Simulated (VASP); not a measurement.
Set up this calculation in VASP 6.6.1, as the native input.

```
Task                   : single point
Functional             : PBE
Potentials or basis    : VASP PAW PBE potentials, release 64 (Mn_sv, O_h)
Cutoff                 : 1340 eV
k mesh                 : 5 × 5 × 7
Occupations            : fermi-dirac, width 0.02 eV
Spin                   : no spin polarisation
Dipole correction      : no
Further INCAR settings : ALGO = Normal; EDIFF = 1e-06; NBANDS = 36
```

The structure of MnO2 lies in POSCAR:

```
MnO2
1.0
    4.3983000000      0.0000000000      0.0000000000
    0.0000000000      4.3983000000      0.0000000000
    0.0000000000      0.0000000000      2.8730000000
Mn O
2 4
Direct
    0.0000000000      0.0000000000      0.0000000000
    0.5000000000      0.5000000000      0.5000000000
    0.3051500000      0.3051500000      0.0000000000
    0.1948500000      0.8051500000      0.5000000000
    0.6948500000      0.6948500000      0.0000000000
    0.8051500000      0.1948500000      0.5000000000
```

One way to write it, as run:

INCAR

```
SYSTEM = MnO2
PREC = Accurate
ENCUT = 1340
EDIFF = 1E-6
ISMEAR = -1
SIGMA = 0.02
LREAL = .False.
LASPH = .True.
NELM = 120
ALGO = Normal
ISIF = 2
LWAVE = .False.
LCHARG = .False.
GGA = PE
NBANDS = 36
GGA_COMPAT = .False.
```

KPOINTS

```
Automatic mesh
0
Gamma
  5 5 7
  0 0 0
```

Potentials or basis: VASP PAW PBE potentials, release 64 (Mn_sv, O_h).

The run is started by

```sh
$ cat potpaw_PBE.64/Mn_sv/POTCAR potpaw_PBE.64/O_h/POTCAR > POTCAR
$ mpirun -np 1 vasp_std > vasp.out
```

It gave:

- Pressure: -7.2 GPa
- Largest force: 0.314 eV/Å
- Band gap on the k mesh: zero (bands 27 and 28 overlap by 0.75 eV)

Caveat: the stress differs along the axes, from -12 to -5 GPa; the run has no spin polarisation, though such a crystal can be magnetic; semilocal functionals often make such compounds metallic where correlation or magnetic order opens a gap, which also shifts bond lengths.

Run time: 2.3 min on 1 thread of Intel(R) Xeon(R) 6975P-C (Granite Rapids), with other jobs on the host, peak memory 0.4 GiB.
